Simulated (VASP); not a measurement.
# AlNi3 (Pm-3m) in VASP: settings compared

AlNi3 is run at these levels: PBE, BLYP, r2SCAN; tasks: single point.

Program: VASP 6.6.1. These are calculated values, not measurements. Logs are shortened: lines on timing, memory, paths and dates and some standing lists are left out, and cuts for length are marked.

**1. The cell of the first run**

Symmetry: Pm-3m, No. 221, cubic system. The conventional cell has a = 3.523 Å, b = 3.523 Å, c = 3.523 Å, α = 90.00°, β = 90.00°, γ = 90.00°. Within 3.3 Å of Ni (site symmetry 4/mmm) lie 8 Ni at 2.49 Å and 4 Al at 2.49 Å. Al (site symmetry m-3m) has 12 Ni at 2.49 Å within 3.3 Å.

**2. Single point, PBE, collinear spin, ferromagnetic start**

File INCAR:

```
SYSTEM = AlNi3
PREC = Accurate
ENCUT = 520
EDIFF = 1E-6
ISMEAR = 0
SIGMA = 0.026000000000000002
LREAL = .FALSE.
LASPH = .TRUE.
NELM = 150
ALGO = Normal
ISIF = 2
LWAVE = .FALSE.
LCHARG = .FALSE.
ISPIN = 2
MAGMOM = 1 1 1 0
LORBIT = 11
LMAXMIX = 4
GGA = PE
NBANDS = 28
```

File KPOINTS:

```
Automatic mesh
0
G
  8 8 8
  0 0 0
```

File POSCAR:

```
AlNi3
1.0
    3.5230547267      0.0000000000      0.0000000000
    0.0000000000      3.5230547267      0.0000000000
    0.0000000000      0.0000000000      3.5230547267
Ni Al
3 1
Direct
    0.5000000000      0.5000000000      0.0000000000
    0.5000000000      0.0000000000      0.5000000000
    0.0000000000      0.5000000000      0.5000000000
    0.0000000000      0.0000000000      0.0000000000
```

Potentials or basis: VASP PAW PBE potentials, release 64 (Ni, Al).

Command:

```sh
$ cat potpaw_PBE.64/Ni/POTCAR potpaw_PBE.64/Al/POTCAR > POTCAR
$ mpirun -np 1 vasp_std > vasp.out
```

OUTCAR:

```text
SYSTEM = AlNi3
   PREC = Accurate
   ENCUT = 520
   EDIFF = 1E-6
   ISMEAR = 0
   LREAL = .FALSE.
   LASPH = .TRUE.
   NELM = 150
   ISIF = 2
   ISPIN = 2
   LORBIT = 11
   GGA = PE

 ion  position               nearest neighbor table
   1  0.500  0.500  0.000-   2 2.49   3 2.49   4 2.49   2 2.49   3 2.49   2 2.49   4 2.49   2 2.49
                             3 2.49   4 2.49   3 2.49   4 2.49
   2  0.500  0.000  0.500-   1 2.49   3 2.49   4 2.49   1 2.49   4 2.49   1 2.49   3 2.49   1 2.49
                             3 2.49   4 2.49   4 2.49   3 2.49
   3  0.000  0.500  0.500-   1 2.49   2 2.49   4 2.49   1 2.49   4 2.49   2 2.49   4 2.49   4 2.49
                             1 2.49   2 2.49   1 2.49   2 2.49
   4  0.000  0.000  0.000-   1 2.49   2 2.49   3 2.49   2 2.49   3 2.49   1 2.49   3 2.49   3 2.49
                             1 2.49   2 2.49   2 2.49   1 2.49

  LATTYP: Found a simple cubic cell.
 ALAT       =     3.5230547267

  Lattice vectors:

 A1 = (   3.5230547267,   0.0000000000,   0.0000000000)
 A2 = (   0.0000000000,   3.5230547267,   0.0000000000)
 A3 = (   0.0000000000,   0.0000000000,   3.5230547267)

Analysis of symmetry for initial positions (statically):
=====================================================================
 Subroutine PRICEL returns:
 Original cell was already a primitive cell.

 Routine SETGRP: Setting up the symmetry group for a
 simple cubic supercell.

 Subroutine GETGRP returns: Found 48 space group operations
 (whereof 48 operations were pure point group operations)
 out of a pool of 48 trial point group operations.

The static configuration has the point symmetry O_h .

Analysis of symmetry for dynamics (positions and initial velocities):
=====================================================================
 Subroutine PRICEL returns:
 Original cell was already a primitive cell.

 Routine SETGRP: Setting up the symmetry group for a
 simple cubic supercell.

 Subroutine GETGRP returns: Found 48 space group operations
 (whereof 48 operations were pure point group operations)
 out of a pool of 48 trial point group operations.

The dynamic configuration has the point symmetry O_h .

Analysis of structural, dynamic, and magnetic symmetry:
=====================================================================
 Subroutine PRICEL returns:
 Original cell was already a primitive cell.

 Routine SETGRP: Setting up the symmetry group for a
 simple cubic supercell.

 Subroutine GETGRP returns: Found 48 space group operations
 (whereof 48 operations were pure point group operations)
 out of a pool of 48 trial point group operations.

The overall configuration has the point symmetry O_h .

 Subroutine INISYM returns: Found 48 space group operations
 (whereof 48 operations are pure point group operations),
 and found     1 'primitive' translations

----------------------------------------------------------------------------------------

                                     Primitive cell

  volume of cell :      43.7279

  direct lattice vectors                    reciprocal lattice vectors
     3.523054727  0.000000000  0.000000000     0.283844583  0.000000000  0.000000000
     0.000000000  3.523054727  0.000000000     0.000000000  0.283844583  0.000000000
     0.000000000  0.000000000  3.523054727     0.000000000  0.000000000  0.283844583

  length of vectors
     3.523054727  3.523054727  3.523054727     0.283844583  0.283844583  0.283844583

  position of ions in fractional coordinates (direct lattice)
     0.500000000  0.500000000  0.000000000
     0.500000000  0.000000000  0.500000000
     0.000000000  0.500000000  0.500000000
     0.000000000  0.000000000  0.000000000

  ion indices of the primitive-cell ions
   primitive index   ion index
                 1           1
                 2           2
                 3           3
                 4           4

----------------------------------------------------------------------------------------

 KPOINTS: Automatic mesh

Automatic generation of k-mesh.
 Grid dimensions read from file:
 generate k-points for:    8    8    8

 Generating k-lattice:

  Cartesian coordinates                     Fractional coordinates (reciprocal lattice)
     0.035480573  0.000000000  0.000000000     0.125000000  0.000000000  0.000000000
     0.000000000  0.035480573  0.000000000     0.000000000  0.125000000  0.000000000
     0.000000000  0.000000000  0.035480573     0.000000000  0.000000000  0.125000000

  Length of vectors
     0.035480573  0.035480573  0.035480573

  Shift w.r.t. Gamma in fractional coordinates (k-lattice)
     0.000000000  0.000000000  0.000000000

 Subroutine IBZKPT returns following result:
 ===========================================

 Found     35 irreducible k-points:

 Following reciprocal coordinates:
            Coordinates               Weight
  0.000000  0.000000  0.000000      1.000000
  0.125000  0.000000  0.000000      6.000000
  0.250000  0.000000  0.000000      6.000000
  0.375000  0.000000  0.000000      6.000000
  0.500000  0.000000  0.000000      3.000000
  0.125000  0.125000  0.000000     12.000000
[... 16 lines left out ...]
  0.375000  0.375000  0.125000     24.000000
  0.500000  0.375000  0.125000     24.000000
 [... further k-points ...]
   k-points           NKPTS =     35   k-points in BZ     NKDIM =     35   number of bands    NBANDS=     28
   number of dos      NEDOS =    301   number of ions     NIONS =      4
   total plane-waves  NPLWV =  21952
   dimension x,y,z NGX =    28 NGY =   28 NGZ =   28
   dimension x,y,z NGXF=    56 NGYF=   56 NGZF=   56
   ions per type =               3   1
   NGX,Y,Z   is equivalent  to a cutoff of  13.21, 13.21, 13.21 a.u.
   NGXF,Y,Z  is equivalent  to a cutoff of  26.43, 26.43, 26.43 a.u.
 SYSTEM =  AlNi3
   PREC   = accura    normal or accurate (medium, high low for compatibility)
   ISTART =      0    job   : 0-new  1-cont  2-samecut
   ICHARG =      2    charge: 1-file 2-atom 10-const
   ISPIN  =      2    spin polarized calculation?
   LNONCOLLINEAR =      F non collinear calculations
   LSORBIT =      F    spin-orbit coupling
   LASPH  =      T    aspherical Exc in radial PAW
   ENCUT  =  520.0 eV  38.22 Ry    6.18 a.u.   6.55  6.55  6.55*2*pi/ulx,y,z
   NELM   =    150;   NELMIN=  2; NELMDL= -5     # of ELM steps
   EDIFF  = 0.1E-05   stopping-criterion for ELM
   LREAL  =      F    real-space projection
   EDIFFG = 0.1E-04   stopping-criterion for IOM
   NSW    =      0    number of steps for IOM
   IBRION =     -1    ionic relax: 0-MD 1-quasi-New 2-CG
   NFREE  =      0    steps in history (QN), initial steepest desc. (CG)
   ISIF   =      2    stress and relaxation
   ISYM   =      2    0-nonsym 1-usesym 2-fastsym
   POTIM  = 0.5000    time-step for ionic-motion
   TEBEG  =    0.0;   TEEND  =   0.0 temperature during run
   PSTRESS=    0.0 pullay stress
   NELECT =      33.0000    total number of electrons
   NUPDOWN=      -1.0000    fix difference up-down
   EMIN   =  10.00;   EMAX   =-10.00  energy-range for DOS
   EFERMI =   0.00;   METHOD = LEGACY
   ISMEAR =     0;   SIGMA  =   0.03  broadening in eV -4-tet -1-fermi 0-gaus
   EFERMI_NEDOS =   21; number of points for ismear=-14 and -15
   IALGO  =     38    algorithm
   IMIX   =      4    mixing-type and parameters
     AMIX     =   0.40;   BMIX     =  1.00
     AMIX_MAG =   1.60;   BMIX_MAG =  1.00
  volume/ion in A,a.u.               =      10.93        73.77
  Fermi-wavevector in a.u.,A,eV,Ry     =   1.490482  2.816603 30.225843  2.221537
  Thomas-Fermi vector in A             =   2.603258
   LORBIT       =     11    0 simple, 1 ext, 2 COOP (PROOUT), +10 PAW based schemes
   GGA     = PE    functional components
   LHFCALC =     F    Hartree Fock is set to
   AEXX    =    0.0000 exact exchange contribution
   IVDW    =     0    specifies the selected vdW correction
   LEPSILON=     F    determine dielectric tensor
   LRPA    =     F    only Hartree local field effects (RPA)
 spin polarized calculation
 Gauss-broadening in eV      SIGMA  =   0.03
  energy-cutoff  :      520.00
  volume of cell :       43.73
 maximum number of plane-waves:      1208
 NGX is ok and might be reduce to    28
   NGX = 13   NGY = 13   NGZ = 13

 number of electron      32.9999980 magnetization       0.7558572

 Free energy of the ion-electron system (eV)
  ---------------------------------------------------
  ext. energy  EPLUGINS =         0.00000000
  ---------------------------------------------------
  free energy    TOTEN  =       -21.85720229 eV

  energy without entropy =      -21.85590340  energy(sigma->0) =      -21.85655284

 E-fermi :   9.9282     XC(G=0): -12.8543

 val. band max:        9.9220689415   @ k =   0.2500   0.2500   0.0000
 cond. band min:       9.9476389942   @ k =   0.3750   0.3750   0.3750
 fundamental gap:      0.0255700527
 Fermi energy:         9.9282393665

 spin component 1

 k-point     1 :       0.0000    0.0000    0.0000
  band No.  band energies     occupation
      1      -0.2331      1.00000
      2       5.4472      1.00000
      3       6.1305      1.00000
      4       6.1305      1.00000
      5       6.4877      1.00000
      6       6.4877      1.00000
[... 20 lines left out ...]
     27      24.1633      0.00000
[... 691 lines left out ...]
      6       7.1610      1.00000
[... 20 lines left out ...]
     27      25.0019      0.00000
     28      25.2617      0.00000

 [... further k-points ...]

 spin component 2

 k-point     1 :       0.0000    0.0000    0.0000
  band No.  band energies     occupation
      1      -0.2651      1.00000
      2       5.5281      1.00000
      3       6.2931      1.00000
      4       6.2931      1.00000
      5       6.7917      1.00000
      6       6.7917      1.00000
[... 20 lines left out ...]
     27      24.1617      0.00000
[... 691 lines left out ...]
      6       7.4059      1.00000
[... 20 lines left out ...]
     27      24.9753      0.00000
     28      25.2878      0.00000

 [... further k-points ...]
[... 5 lines left out ...]
  --------------------------------------------------------------------------------------
  -------------------------------------------------------------------------------------
  Total        2.0174600      2.0174600      2.0174600     -0.0000000     -0.0000000      0.0000000
  in kB       73.9192142     73.9192142     73.9192142     -0.0000000     -0.0000000      0.0000000
  external PRESSURE =      73.9192142 kB  Pullay stress =       0.0000000 kB

 VOLUME and BASIS-vectors are now :
 -----------------------------------------------------------------------------
  energy-cutoff  :      520.00
  volume of cell :       43.73
      direct lattice vectors                 reciprocal lattice vectors
     3.523054727  0.000000000  0.000000000     0.283844583  0.000000000  0.000000000
     0.000000000  3.523054727  0.000000000     0.000000000  0.283844583  0.000000000
     0.000000000  0.000000000  3.523054727     0.000000000  0.000000000  0.283844583

 POSITION                                       TOTAL-FORCE (eV/Angst)
 -----------------------------------------------------------------------------------
      1.76153      1.76153      0.00000         0.000000      0.000000      0.000000
      1.76153      0.00000      1.76153         0.000000      0.000000      0.000000
      0.00000      1.76153      1.76153         0.000000      0.000000      0.000000
      0.00000      0.00000      0.00000         0.000000      0.000000      0.000000
 -----------------------------------------------------------------------------------
    total drift:                                0.000000      0.000000      0.000000

  FREE ENERGIE OF THE ION-ELECTRON SYSTEM (eV)
  ---------------------------------------------------
  free  energy   TOTEN  =       -21.8572022902 eV

  energy  without entropy=      -21.8559033984  energy(sigma->0) =      -21.85655284

 total charge

# of ion       s       p       d       tot
------------------------------------------
    1        0.507   0.546   8.394   9.448
    2        0.507   0.546   8.394   9.448
    3        0.507   0.546   8.394   9.448
    4        0.413   0.405   0.000   0.818
--------------------------------------------------
tot          1.935   2.044  25.182  29.161

 magnetization (x)

# of ion       s       p       d       tot
------------------------------------------
    1       -0.003  -0.011   0.283   0.268
    2       -0.003  -0.011   0.283   0.268
    3       -0.003  -0.011   0.283   0.268
    4       -0.001  -0.008   0.000  -0.009
--------------------------------------------------
tot         -0.011  -0.041   0.848   0.796
```

It took 2.2 min on 1 thread of Intel Xeon 8259CL, shared host; peak memory 0.21 GiB.

Results:

```
Free energy                                           : -21.8572 eV
Pressure                                              : 7.4 GPa
Net moment                                            : 0.76 μB per cell
Site moments                                          : Ni +0.27; Al -0.01 μB
Valence electrons inside the program's atomic spheres : Ni 9.45; Al 0.82
```

Levels at points of the mesh, in eV from the Fermi level:
Spin up:
```
           k point  band 15  band 16  band 17  band 18  band 19  band 20
(0.00, 0.00, 0.00)    -0.09    -0.09     0.88     0.88     0.88     6.72
(0.50, 0.00, 0.00)    -1.09    -0.53    -0.09     5.65     5.65     5.69
(0.50, 0.50, 0.00)    -1.03    -1.00    -0.60     0.87     0.87     8.32
(0.50, 0.50, 0.50)    -1.11    -0.27    -0.27    -0.27    -0.21     3.57
```
Spin down:
```tsv
k point	band 13	band 14	band 15	band 16	band 17	band 18	band 19	band 20
(0.00, 0.00, 0.00)	0.02	0.37	0.37	0.37	0.85	0.85	0.85	6.82
(0.50, 0.00, 0.00)	-0.95	-0.95	-0.84	-0.33	0.37	5.71	5.71	5.74
(0.50, 0.50, 0.00)	-1.17	-1.12	-0.81	-0.59	-0.46	1.18	1.18	8.36
(0.50, 0.50, 0.50)	-1.19	-0.92	-0.92	-0.23	0.13	0.13	0.13	3.67
```

(Part 1 of 3 ends here.)
